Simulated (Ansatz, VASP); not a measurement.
TiRh: VASP beside Ansatz

```
Ti Rh
1.0
     2.98800    0.00000    0.00000
     0.00000    2.98800    0.00000
     0.00000    0.00000    3.41700
Ti Rh
1 1
Direct
  0.50000 0.50000 0.50000
  0.00000 0.00000 0.00000
```

Change from the starting cell: zz strain of +2 %, crystal datasets.

Alike in both runs: task electric field gradients; functional PBEsol; k mesh 11 × 11 × 10; occupations fermi-dirac, width 0.05 eV; no spin polarisation.

```csv
,VASP,Ansatz
version,VASP 6.6.1,Ansatz 0.2.0
potentials or method,"VASP PAW PBE potentials, release 64 (Ti_sv, Rh_pv), cutoff 520 eV","all-electron PAW with datasets made for the crystal, scalar-relativistic"
```

```tsv
	VASP	Ansatz	Ansatz less VASP
pressure (GPa)	-10.3	-10.2	+0.03
traceless stress, the component that is largest in VASP (GPa)	0.30	0.28	-0.019
size of Vzz on the site where it differs most (V/Å²)	31.5	25.3	-6.19
```

VASP's potentials were made for PBE, not for PBEsol. Ansatz ran all-electron here, and VASP with PAW potentials.
